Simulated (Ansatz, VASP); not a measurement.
**Li2Ge2N3: VASP beside Ansatz**

```xyz
7
Lattice="-1.8641 4.3637 2.5610 1.8641 -4.3637 2.5610 1.8641 4.3637 -2.5610" Properties=species:S:1:pos:R:3 pbc="T T T"
Li    0.0000    0.0000    2.9145
Li    0.0000    4.3637    2.2415
Ge    1.8641    1.7888    2.1811
Ge    1.8641   -1.7888    2.1811
N     1.8641    1.9626    0.2596
N     0.0000    2.4011    2.8205
N     0.0000    4.3637    0.1922
```

Change from the starting cell: the structure that the rattled cell fell into.

Alike in both runs: functional PBE; k mesh 10 × 10 × 10; occupations gaussian, width 0.1 eV; no spin polarisation.

Ansatz relaxed the structure, and its values are those at the end. VASP's run is a single point on that final structure, the one shown.

```csv
,VASP,Ansatz
version,VASP 6.6.1,Ansatz 0.2.0
potentials or method,"VASP PAW PBE potentials, release 64 (Li_sv, Ge_d, N), cutoff 520 eV","scalar-relativistic, plane waves, PAW"
valence electrons in the cell,49,49
```

|  | VASP | Ansatz | Ansatz less VASP |
| --- | --- | --- | --- |
| gap on the k mesh at the Fermi level (eV) | none | none | - |
| rms of the force components (eV/Å) | 0.012 | 0.003 | -0.0097 |

A gap of «none» marks a metal or a gap that the smearing closes.

Noted on VASP's run: the cutoff is short for stress, so the pressure is rough.
